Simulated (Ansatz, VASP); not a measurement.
## Two plane-wave programs on ZnInGaO4

```
Zn In Ga O
1.0
     1.67787    0.96872    8.70484
    -1.67787    0.96872    8.70484
     0.00000   -1.93744    8.70484
Zn In Ga O
1 1 1 4
Direct
  0.21881 0.21881 0.21881
  0.00308 0.00308 0.00308
  0.78705 0.78705 0.78705
  0.29528 0.29528 0.29528
  0.71123 0.71123 0.71123
  0.12103 0.12103 0.12103
  0.86352 0.86352 0.86352
```

Alike in both runs: task single point; functional PBE; k mesh 9 × 9 × 9; occupations gaussian, width 0.05 eV; no spin polarisation.

|  | VASP | Ansatz |
| --- | --- | --- |
| version | VASP 6.6.1 | Ansatz 0.2.0 |
| potentials or method | VASP PAW PBE potentials, release 64 (Zn, In_d, Ga_d, O), cutoff 520 eV | scalar-relativistic, plane waves, PAW |
| valence electrons in the cell | 62 | 62 |

|  | VASP | Ansatz | Ansatz less VASP |
| --- | --- | --- | --- |
| gap on the k mesh at the Fermi level (eV) | 1.10 | 1.12 | +0.020 |
| least direct gap on the mesh (eV) | 1.10 | 1.12 | +0.020 |
| pressure (GPa) | 0.6 | 0.0 | -0.63 |
| rms of the force components (eV/Å) | 0.003 | 0.001 | -0.0017 |

Atom by atom the forces differ by 0.003 eV/Å (rms over components).
